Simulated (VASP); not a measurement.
Here is a VASP 6.6.1 calculation.

The input INCAR:

```
SYSTEM = B
PREC = Accurate
ENCUT = 500
EDIFF = 1E-7
ISMEAR = -1
SIGMA = 0.05
LREAL = .FALSE.
LASPH = .TRUE.
NELM = 120
ALGO = Normal
ISIF = 3
LWAVE = .FALSE.
LCHARG = .FALSE.
GGA = PS
IBRION = 2
NSW = 60
EDIFFG = -0.005
GGA_COMPAT = .FALSE.
NELMIN = 4
```

File KPOINTS:

```
Automatic mesh
0
G
  20 20 20
  0 0 0
```

POSCAR

```
B
1.0
    1.9147512897      0.0000000000      0.0000000000
    0.0000000000      1.9147512897      0.0000000000
    0.0000000000      0.0000000000      1.9147512897
B
1
Direct
    0.0000000000      0.0000000000      0.0000000000
```

Potentials or basis: VASP PAW PBE potentials, release 64 (B).

Run with:

```sh
$ cat potpaw_PBE.64/B/POTCAR > POTCAR
$ mpirun -np 1 vasp_std > vasp.out
```

Predict the relaxed volume.

6.63 Å³/atom.

What does it give for the space group after relaxing (to 0.05 Å)?

Pm-3m (No. 221).

Step by step:
| step | energy change (eV) | largest force (eV/Å) | pressure (GPa) | volume (Å³) |
| --- | --- | --- | --- | --- |
| 1 | 0.0000 | 0.0000 | -12.34 | 7.02 |
| 2 | -0.0130 | 0.0000 | 5.64 | 6.49 |
| 3 | -0.0156 | 0.0000 | 0.02 | 6.63 |

Caveat: the PAW data sets were made with another functional, which shifts forces and pressure a little.
